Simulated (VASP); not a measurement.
A run of VASP 6.6.1 is set up as follows.

Contents of INCAR:

```
SYSTEM = ScAl3
  PREC = Accurate
  ENCUT = 520
  EDIFF = 1E-6
  ISMEAR = 0
  SIGMA = 0.15
  LREAL = .FALSE.
  LASPH = .TRUE.
  NELM = 100
  ALGO = Fast
  ISIF = 2
  LWAVE = .FALSE.
  LCHARG = .TRUE.
  GGA = PS
  LELF = .TRUE.
  LVHAR = .TRUE.
  NBANDS = 18
```

The input KPOINTS:

```
Automatic mesh
0
G
  12 12 12
  0 0 0
```

File POSCAR:

```
ScAl3
1.0
    3.7455947268      0.0000000000      0.0000000000
    0.0000000000      3.7455947268      0.0000000000
    0.0000000000      0.0000000000      4.2341505607
Sc Al
1 3
Direct
    0.0000000000      0.0000000000      0.0000000000
    0.5000000000      0.0000000000      0.5000000000
    0.0000000000      0.5000000000      0.5000000000
    0.5000000000      0.5000000000      0.0000000000
```

Potentials or basis: VASP PAW PBE potentials, release 64 (Sc_sv, Al).

Command:

```bash
$ cat potpaw_PBE.64/Sc_sv/POTCAR potpaw_PBE.64/Al/POTCAR > POTCAR
$ mpirun -np 1 vasp_std > vasp.out
```

Problem. Estimate the pressure.

Solution. 16.6 GPa.

Problem. Estimate the band gap on the k mesh.

Solution. Zero (band 10 reaches 9.91 eV, above the bottom of band 11 at 5.74 eV).

Stress tensor (GPa, compression positive):
```
24.97  0.00  0.00
 0.00 24.97  0.00
 0.00  0.00 -0.23
```

Caveat: the cell differs from its parent crystal (strain -0.080 along x and y, +0.040 along z); the PAW data sets were made with another functional, which shifts forces and pressure a little.
